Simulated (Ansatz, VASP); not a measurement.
## One calculation of Au, two programs

```
Au
1.0
     2.88375    0.00000    0.00000
    -1.44187    2.49740    0.00000
     0.00000    0.00000    9.41832
Au
4
Direct
  0.00000 0.00000 0.00000
  0.00000 0.00000 0.50000
  0.33333 0.66667 0.25000
  0.66667 0.33333 0.75000
```

Alike in both runs: task relaxation of cell and atoms; functional PBEsol; k mesh 13 × 13 × 4; occupations fermi-dirac, width 0.1 eV; no spin polarisation.

|  | VASP | Ansatz |
| --- | --- | --- |
| version | VASP 6.6.1 | Ansatz 0.2.0 |
| potentials or method | VASP PAW PBE potentials, release 64 (Au), cutoff 600 eV | plane waves (420 eV) with PAW, scalar-relativistic |
| valence electrons in the cell | 44 | 76 |

Ansatz gave:

```
relaxed volume (Å³/atom)                                        : 17.02
relaxed length of the cell vector where the two differ most in proportion (Å) : 9.554
```

**Question.** What did VASP give for the same quantities?

**Answer.** Relaxed volume (Å³/atom): 16.99; relaxed length of the cell vector where the two differ most in proportion (Å): 9.546.

VASP's potentials were made for PBE, not for PBEsol, and Ansatz warns of the same on its side. VASP's potentials hold 44 valence electrons a cell and Ansatz's 76, so a difference there can come from the potentials and not from the codes.

Spin-orbit coupling is off throughout.
